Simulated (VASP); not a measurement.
# AlRu (d.f) (Pm-3m) in VASP: single point with PBE+D3(BJ)

Aim: the single point of AlRu (d.f) with PBE+D3(BJ).

Everything below comes from runs of VASP 6.6.1. Logs are shortened: lines on timing, memory, paths and dates and some standing lists are left out, and cuts for length are marked.

## Step 1: The cell of the first run

The structure is cubic, space group Pm-3m (No. 221). Conventional cell: a = 2.973 Å, b = 2.973 Å, c = 2.973 Å, α = 90.00°, β = 90.00°, γ = 90.00°. Ru (site symmetry m-3m) has 8 Al at 2.57 Å and 6 Ru at 2.97 Å within 3.4 Å. Within 3.4 Å of Al (site symmetry m-3m) lie 8 Ru at 2.57 Å and 6 Al at 2.97 Å.

## Step 2: Single point, PBE+D3(BJ)

INCAR

```
SYSTEM = AlRu
PREC     = Accurate       ! precision mode
ENCUT    = 500            ! plane-wave cutoff, eV
EDIFF    = 1E-6           ! SCF threshold, eV
ISMEAR   = 0              ! smearing method
SIGMA    = 0.1            ! smearing width, eV
LREAL    = .False.        ! projectors in reciprocal space
LASPH    = .True.         ! aspherical terms in the spheres
NELM     = 120            ! most SCF steps
ALGO     = Normal         ! electronic algorithm
ISIF     = 2              ! what is computed and relaxed
LWAVE    = .False.        ! write WAVECAR
LCHARG   = .False.        ! write CHGCAR
GGA      = PE             ! functional
IVDW     = 12             ! dispersion correction
NBANDS   = 16             ! bands
GGA_COMPAT= .False.
```

KPOINTS

```
Automatic mesh
0
Gamma
  14 14 14
  0 0 0
```

POSCAR

```
AlRu
1.0
    2.9732536371      0.0000000000      0.0000000000
    0.0000000000      2.9732536371      0.0000000000
    0.0000000000      0.0000000000      2.9732536371
Ru Al
1 1
Direct
    0.0000000000      0.0000000000      0.0000000000
    0.5000000000      0.5000000000      0.5000000000
```

Potentials or basis: VASP PAW PBE potentials, release 64 (Ru_pv, Al).

Command:

```
$ cat potpaw_PBE.64/Ru_pv/POTCAR potpaw_PBE.64/Al/POTCAR > POTCAR
$ mpirun -np 1 vasp_std > vasp.out
```

OUTCAR:

```text
SYSTEM = AlRu
   PREC = Accurate
   ENCUT = 500
   EDIFF = 1E-6
   ISMEAR = 0
   LREAL = .False.
   LASPH = .True.
   NELM = 120
   ISIF = 2
   GGA = PE
   IVDW = 12
 IVDW          = 12

 ion  position               nearest neighbor table
   1  0.000  0.000  0.000-   2 2.57   2 2.57   2 2.57   2 2.57   2 2.57   2 2.57   2 2.57   2 2.57

   2  0.500  0.500  0.500-   1 2.57   1 2.57   1 2.57   1 2.57   1 2.57   1 2.57   1 2.57   1 2.57

  LATTYP: Found a simple cubic cell.
 ALAT       =     2.9732536371

  Lattice vectors:

 A1 = (   2.9732536371,   0.0000000000,   0.0000000000)
 A2 = (   0.0000000000,   2.9732536371,   0.0000000000)
 A3 = (   0.0000000000,   0.0000000000,   2.9732536371)

Analysis of symmetry for initial positions (statically):
=====================================================================
 Subroutine PRICEL returns:
 Original cell was already a primitive cell.

 Routine SETGRP: Setting up the symmetry group for a
 simple cubic supercell.

 Subroutine GETGRP returns: Found 48 space group operations
[... 9 lines left out ...]

 Routine SETGRP: Setting up the symmetry group for a
 simple cubic supercell.

 Subroutine GETGRP returns: Found 48 space group operations
[... 11 lines left out ...]
                                     Primitive cell

  volume of cell :      26.2843

  direct lattice vectors                    reciprocal lattice vectors
     2.973253637  0.000000000  0.000000000     0.336331885  0.000000000  0.000000000
     0.000000000  2.973253637  0.000000000     0.000000000  0.336331885  0.000000000
     0.000000000  0.000000000  2.973253637     0.000000000  0.000000000  0.336331885

  length of vectors
     2.973253637  2.973253637  2.973253637     0.336331885  0.336331885  0.336331885

  position of ions in fractional coordinates (direct lattice)
     0.000000000  0.000000000  0.000000000
     0.500000000  0.500000000  0.500000000

  ion indices of the primitive-cell ions
   primitive index   ion index
                 1           1
                 2           2

----------------------------------------------------------------------------------------

 KPOINTS: Automatic mesh

Automatic generation of k-mesh.
 Grid dimensions read from file:
 generate k-points for:   14   14   14

 Generating k-lattice:

  Cartesian coordinates                     Fractional coordinates (reciprocal lattice)
     0.024023706  0.000000000  0.000000000     0.071428571  0.000000000  0.000000000
     0.000000000  0.024023706  0.000000000     0.000000000  0.071428571  0.000000000
     0.000000000  0.000000000  0.024023706     0.000000000  0.000000000  0.071428571

  Length of vectors
     0.024023706  0.024023706  0.024023706

  Shift w.r.t. Gamma in fractional coordinates (k-lattice)
     0.000000000  0.000000000  0.000000000

 Subroutine IBZKPT returns following result:
 ===========================================

 Found    120 irreducible k-points:

 Following reciprocal coordinates:
            Coordinates               Weight
  0.000000  0.000000  0.000000      1.000000
  0.071429  0.000000  0.000000      6.000000
  0.142857  0.000000  0.000000      6.000000
  0.214286  0.000000  0.000000      6.000000
  0.285714  0.000000  0.000000      6.000000
  0.357143  0.000000  0.000000      6.000000
[... 16 lines left out ...]
  0.285714  0.214286  0.000000     24.000000
  0.357143  0.214286  0.000000     24.000000
 [... further k-points ...]
   k-points           NKPTS =    120   k-points in BZ     NKDIM =    120   number of bands    NBANDS=     16
   number of dos      NEDOS =    301   number of ions     NIONS =      2
   total plane-waves  NPLWV =  13824
   dimension x,y,z NGX =    24 NGY =   24 NGZ =   24
   dimension x,y,z NGXF=    48 NGYF=   48 NGZF=   48
   ions per type =               1   1
   NGX,Y,Z   is equivalent  to a cutoff of  13.42, 13.42, 13.42 a.u.
   NGXF,Y,Z  is equivalent  to a cutoff of  26.84, 26.84, 26.84 a.u.
 SYSTEM =  AlRu
   PREC   = accura    normal or accurate (medium, high low for compatibility)
   ISTART =      0    job   : 0-new  1-cont  2-samecut
   ICHARG =      2    charge: 1-file 2-atom 10-const
   ISPIN  =      1    spin polarized calculation?
   LNONCOLLINEAR =      F non collinear calculations
   LSORBIT =      F    spin-orbit coupling
   LASPH  =      T    aspherical Exc in radial PAW
   ENCUT  =  500.0 eV  36.75 Ry    6.06 a.u.   5.42  5.42  5.42*2*pi/ulx,y,z
   NELM   =    120;   NELMIN=  2; NELMDL= -5     # of ELM steps
   EDIFF  = 0.1E-05   stopping-criterion for ELM
   LREAL  =      F    real-space projection
   EDIFFG = 0.1E-04   stopping-criterion for IOM
   NSW    =      0    number of steps for IOM
   IBRION =     -1    ionic relax: 0-MD 1-quasi-New 2-CG
   NFREE  =      0    steps in history (QN), initial steepest desc. (CG)
   ISIF   =      2    stress and relaxation
   ISYM   =      2    0-nonsym 1-usesym 2-fastsym
   POTIM  = 0.5000    time-step for ionic-motion
   TEBEG  =    0.0;   TEEND  =   0.0 temperature during run
   PSTRESS=    0.0 pullay stress
   NELECT =      17.0000    total number of electrons
   NUPDOWN=      -1.0000    fix difference up-down
   EMIN   =  10.00;   EMAX   =-10.00  energy-range for DOS
   EFERMI =   0.00;   METHOD = LEGACY
   ISMEAR =     0;   SIGMA  =   0.10  broadening in eV -4-tet -1-fermi 0-gaus
   EFERMI_NEDOS =   21; number of points for ismear=-14 and -15
   IALGO  =     38    algorithm
   IMIX   =      4    mixing-type and parameters
     AMIX     =   0.40;   BMIX     =  1.00
     AMIX_MAG =   1.60;   BMIX_MAG =  1.00
  volume/ion in A,a.u.               =      13.14        88.69
  Fermi-wavevector in a.u.,A,eV,Ry     =   1.415769  2.675416 27.271557  2.004403
  Thomas-Fermi vector in A             =   2.537173
   LORBIT       =      0    0 simple, 1 ext, 2 COOP (PROOUT), +10 PAW based schemes
   GGA     = PE    functional components
   LHFCALC =     F    Hartree Fock is set to
   AEXX    =    0.0000 exact exchange contribution
   IVDW    =    12    specifies the selected vdW correction
   LEPSILON=     F    determine dielectric tensor
   LRPA    =     F    only Hartree local field effects (RPA)
 non-spin polarized calculation
 Gauss-broadening in eV      SIGMA  =   0.10
  energy-cutoff  :      500.00
  volume of cell :       26.28
 maximum number of plane-waves:       691
 NGX is ok and might be reduce to    24
   NGX = 11   NGY = 11   NGZ = 11

 number of electron      16.9999996 magnetization

 Free energy of the ion-electron system (eV)
  ---------------------------------------------------
  ext. energy  EPLUGINS =         0.00000000
  ---------------------------------------------------
  free energy    TOTEN  =       -14.24105243 eV

  energy without entropy =      -14.23162358  energy(sigma->0) =      -14.23633800

 E-fermi :  10.9773     XC(G=0): -12.6610

 val. band max:       10.9691994621   @ k =   0.5000   0.2857   0.1429
 cond. band min:      10.9792884416   @ k =   0.1429   0.0714   0.0714
 fundamental gap:      0.0100889795
 Fermi energy:        10.9772533028

 k-point     1 :       0.0000    0.0000    0.0000
  band No.  band energies     occupation
      1     -30.7904      2.00000
      2     -30.7904      2.00000
      3     -30.7904      2.00000
      4       1.1962      2.00000
      5       7.3143      2.00000
      6       7.3143      2.00000
[... 8 lines left out ...]
     15      23.1024      0.00000
     16      26.4435      0.00000

 k-point     2 :       0.0714    0.0000    0.0000
  band No.  band energies     occupation
      1     -30.8017      2.00000
      2     -30.7895      2.00000
      3     -30.7895      2.00000
      4       1.2960      2.00000
      5       7.3497      2.00000
      6       7.3506      2.00000
[... 8 lines left out ...]
     15      23.1027      0.00000
     16      26.7508      0.00000

 k-point     3 :       0.1429    0.0000    0.0000
  band No.  band energies     occupation
      1     -30.8331      2.00000
      2     -30.7868      2.00000
      3     -30.7868      2.00000
      4       1.5906      2.00000
      5       7.4313      2.00000
      6       7.4515      2.00000
[... 8 lines left out ...]
     15      23.1774      0.00000
     16      27.7170      0.00000

 k-point     4 :       0.2143    0.0000    0.0000
  band No.  band energies     occupation
      1     -30.8783      2.00000
      2     -30.7830      2.00000
      3     -30.7830      2.00000
      4       2.0661      2.00000
      5       7.4677      2.00000
      6       7.6053      2.00000
[... 8 lines left out ...]
     15      23.7393      0.00000
     16      28.3017      0.00000

 k-point     5 :       0.2857    0.0000    0.0000
  band No.  band energies     occupation
      1     -30.9282      2.00000
      2     -30.7787      2.00000
      3     -30.7787      2.00000
      4       2.7013      2.00000
      5       7.3191      2.00000
      6       7.7869      2.00000
[... 8 lines left out ...]
     15      24.1095      0.00000
     16      26.9924      0.00000

 k-point     6 :       0.3571    0.0000    0.0000
  band No.  band energies     occupation
      1     -30.9728      2.00000
      2     -30.7748      2.00000
      3     -30.7748      2.00000
      4       3.4670      2.00000
      5       6.8726      2.00000
      6       7.9620      2.00000
[... 8 lines left out ...]
     15      24.3285      0.00000
     16      25.7180      0.00000

 k-point     7 :       0.4286    0.0000    0.0000
  band No.  band energies     occupation
      1     -31.0035      2.00000
      2     -30.7722      2.00000
      3     -30.7722      2.00000
      4       4.3219      2.00000
      5       6.1570      2.00000
      6       8.0905      2.00000
[... 8 lines left out ...]
     15      24.4211      0.00000
     16      24.5745      0.00000

 k-point     8 :       0.5000    0.0000    0.0000
  band No.  band energies     occupation
      1     -31.0145      2.00000
      2     -30.7713      2.00000
      3     -30.7713      2.00000
      4       5.0519      2.00000
      5       5.4602      2.00000
      6       8.1380      2.00000
[... 8 lines left out ...]
     15      23.9533      0.00000
     16      23.9533      0.00000

 k-point     9 :       0.0714    0.0714    0.0000
  band No.  band energies     occupation
      1     -30.8012      2.00000
      2     -30.8002      2.00000
      3     -30.7885      2.00000
      4       1.3950      2.00000
      5       7.3839      2.00000
      6       7.3898      2.00000
[... 8 lines left out ...]
     15      23.1027      0.00000
     16      27.0314      0.00000
[... 172 lines left out ...]
 k-point    19 :       0.3571    0.1429    0.0000
  band No.  band energies     occupation
      1     -30.9678      2.00000
      2     -30.8161      2.00000
      3     -30.7712      2.00000
      4       3.7634      2.00000
      5       6.9418      2.00000
      6       8.1416      2.00000
[... 8 lines left out ...]
     15      24.2948      0.00000
     16      25.5446      0.00000

 k-point    20 :       0.4286    0.1429    0.0000
  band No.  band energies     occupation
      1     -30.9982      2.00000
      2     -30.8131      2.00000
      3     -30.7685      2.00000
      4       4.5722      2.00000
      5       6.2382      2.00000
      6       8.2949      2.00000
[... 8 lines left out ...]
     15      23.1360      0.00000
     16      24.3999      0.00000

 k-point    21 :       0.5000    0.1429    0.0000
  band No.  band energies     occupation
      1     -31.0091      2.00000
      2     -30.8121      2.00000
      3     -30.7676      2.00000
      4       5.3613      2.00000
      5       5.4768      2.00000
      6       8.3577      2.00000
[... 8 lines left out ...]
     15      23.1037      0.00000
     16      23.4946      0.00000

 k-point    22 :       0.2143    0.2143    0.0000
  band No.  band energies     occupation
      1     -30.8720      2.00000
      2     -30.8669      2.00000
      3     -30.7755      2.00000
      4       2.8606      2.00000
      5       7.6028      2.00000
      6       7.9713      2.00000
[... 8 lines left out ...]
     15      25.7039      0.00000
     16      25.9751      0.00000

 k-point    23 :       0.2857    0.2143    0.0000
  band No.  band energies     occupation
      1     -30.9186      2.00000
      2     -30.8642      2.00000
      3     -30.7712      2.00000
      4       3.4243      2.00000
      5       7.4179      2.00000
      6       8.1767      2.00000
[... 8 lines left out ...]
     15      24.8522      0.00000
     16      26.4526      0.00000

 k-point    24 :       0.3571    0.2143    0.0000
  band No.  band energies     occupation
      1     -30.9624      2.00000
      2     -30.8597      2.00000
      3     -30.7673      2.00000
      4       4.0819      2.00000
      5       6.9801      2.00000
      6       8.3721      2.00000
[... 8 lines left out ...]
     15      23.7176      0.00000
     16      25.4954      0.00000

 [... further k-points ...]

------------------------ aborting loop because EDIFF is reached ----------------------------------------

 Edisp (eV)   -1.04992

 E8    (eV) :    -0.4755

  FORCE on cell =-STRESS in cart. coord.  units (eV):
  Direction    XX          YY          ZZ          XY          YZ          ZX
  --------------------------------------------------------------------------------------
  -------------------------------------------------------------------------------------
  Total       0.00651     0.00651     0.00651     0.00000    -0.00000     0.00000
  in kB       0.39695     0.39695     0.39695     0.00000    -0.00000     0.00000
  external pressure =        0.40 kB  Pullay stress =        0.00 kB

 VOLUME and BASIS-vectors are now :
 -----------------------------------------------------------------------------
  energy-cutoff  :      500.00
  volume of cell :       26.28
      direct lattice vectors                 reciprocal lattice vectors
     2.973253637  0.000000000  0.000000000     0.336331885  0.000000000  0.000000000
     0.000000000  2.973253637  0.000000000     0.000000000  0.336331885  0.000000000
     0.000000000  0.000000000  2.973253637     0.000000000  0.000000000  0.336331885

 POSITION                                       TOTAL-FORCE (eV/Angst)
 -----------------------------------------------------------------------------------
      0.00000      0.00000      0.00000         0.000000      0.000000      0.000000
      1.48663      1.48663      1.48663         0.000000      0.000000      0.000000
 -----------------------------------------------------------------------------------
    total drift:                                0.000000      0.000000      0.000000

  FREE ENERGIE OF THE ION-ELECTRON SYSTEM (eV)
  ---------------------------------------------------
  free  energy   TOTEN  =       -15.2909707392 eV

  energy  without entropy=      -15.2815418865  energy(sigma->0) =      -15.28625631
```

Wall time 25 s (1 thread of Intel Xeon Platinum 8375C at 2.90GHz (Ice Lake), shared host); peak memory 0.18 GiB.

What came out:

```yaml
Free_energy: -15.2910 eV
Pressure: 0.0 GPa
Dispersion_energy_per_atom: -0.525 eV
```

Levels at points of the mesh, in eV from the Fermi level:
```csv
k point,band 7,band 8,band 9,band 10,band 11,band 12
"(0.00, 0.00, 0.00)",0.19,0.19,0.19,6.17,6.17,6.17
"(0.50, 0.00, 0.00)",-1.64,-1.64,0.45,2.37,7.44,11.13
"(0.50, 0.50, 0.00)",-1.38,-1.20,-1.20,1.59,5.44,6.43
"(0.50, 0.50, 0.50)",1.68,1.68,2.69,4.18,4.18,4.18
```

Caveat: pairwise dispersion overbinds metals, which lowers pressure and volume.
